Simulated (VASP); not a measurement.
Si: single point with PBE

Crystal: Si.

```
Si
1.0
    -3.16962    3.16962    3.57597
     3.16962   -3.16962    3.57597
     3.16962    3.16962   -3.57597
Si
8
Direct
  0.20285 0.20285 0.20285
  0.50000 0.00000 0.29715
  0.29715 0.50000 0.00000
  0.00000 0.29715 0.50000
  0.79715 0.79715 0.79715
  0.50000 0.00000 0.70285
  0.70285 0.50000 0.00000
  0.00000 0.70285 0.50000
```

```
Program                : VASP 6.6.1
Task                   : single point
Functional             : PBE
Potentials or basis    : VASP PAW PBE potentials, release 64 (Si)
Cutoff                 : 520 eV
k mesh                 : 10 × 10 × 10
Occupations            : gaussian, width 0.15 eV
Spin                   : no spin polarisation
Dipole correction      : no
Further INCAR settings : ALGO = Fast; EDIFF = 1e-07; NBANDS = 26
```

- Pressure: 3.1 GPa
- Largest force: 0.793 eV/Å
- Band gap on the k mesh: zero (bands 16 and 17 overlap by 0.52 eV)

Forces in eV/Å, atoms in the order of the input:
```
Si   0.403 -0.548  0.409
Si  -0.403  0.548  0.409
Si   0.403  0.548 -0.409
Si  -0.403 -0.548 -0.409
Si  -0.403  0.548 -0.409
Si   0.403 -0.548 -0.409
Si  -0.403 -0.548  0.409
Si   0.403  0.548  0.409
```

Stress tensor (GPa, compression positive):
```
 8.69  0.00  0.00
 0.00  9.73  0.00
 0.00  0.00 -9.03
```

Levels at points of the mesh, in eV from the Fermi level:
```csv
k point,band 14,band 15,band 16,band 17,band 18,band 19
"(0.00, 0.00, 0.00)",-2.46,-1.06,-0.07,0.17,2.44,2.71
"(0.50, 0.00, 0.00)",-1.86,-0.74,-0.74,-0.10,-0.10,2.19
"(0.00, 0.50, 0.00)",-1.95,-1.45,-1.45,0.93,0.93,1.94
"(0.50, 0.50, 0.00)",-2.02,-1.69,-1.69,0.51,0.51,1.45
"(0.50, 0.50, 0.50)",-0.48,-0.37,0.03,0.87,1.78,2.12
```

It took 28 min on 1 thread of Oxide Virtual Turin-like Processor (shared host), peak memory 0.56 GiB.

Caveat: the stress differs along the axes, from -9 to 10 GPa; semilocal functionals underestimate gaps, and a narrow one can read as zero.
